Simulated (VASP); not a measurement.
Here is a VASP 6.6.1 calculation.

The input INCAR:

```
SYSTEM = HgTe
ALGO = Normal
EDIFF = 1E-6
ENCUT = 520
GGA = PE
GGA_COMPAT = .FALSE.
ISIF = 2
ISMEAR = 0
LASPH = .TRUE.
LCHARG = .FALSE.
LORBIT = 11
LORBMOM = .TRUE.
LREAL = .FALSE.
LSORBIT = .TRUE.
LWAVE = .FALSE.
MAGMOM = 0 0 0 0 0 0
NBANDS = 30
NELM = 150
PREC = Accurate
SIGMA = 0.05
```

Contents of KPOINTS:

```
k-points
0
G
  15 15 15
  0 0 0
```

Contents of POSCAR:

```
HgTe
1.0
    0.0000000000      3.3145473740      3.3145473740
    3.3145473740      0.0000000000      3.3145473740
    3.3145473740      3.3145473740      0.0000000000
Hg Te
1 1
Direct
    0.0000000000      0.0000000000      0.0000000000
    0.2500000000      0.2500000000      0.2500000000
```

Potentials or basis: VASP PAW PBE potentials, release 64 (Hg, Te).

Launch:

```console
$ cat potpaw_PBE.64/Hg/POTCAR potpaw_PBE.64/Te/POTCAR > POTCAR
$ mpirun -np 1 vasp_ncl > vasp.out
```

Estimate the pressure.

0.2 GPa.

Predict the net moment.

0.00 μB per cell.

Moments on the atoms (μB; x, y, z):
```
Hg  0.00 0.00 0.00
Te  0.00 0.00 0.00
```
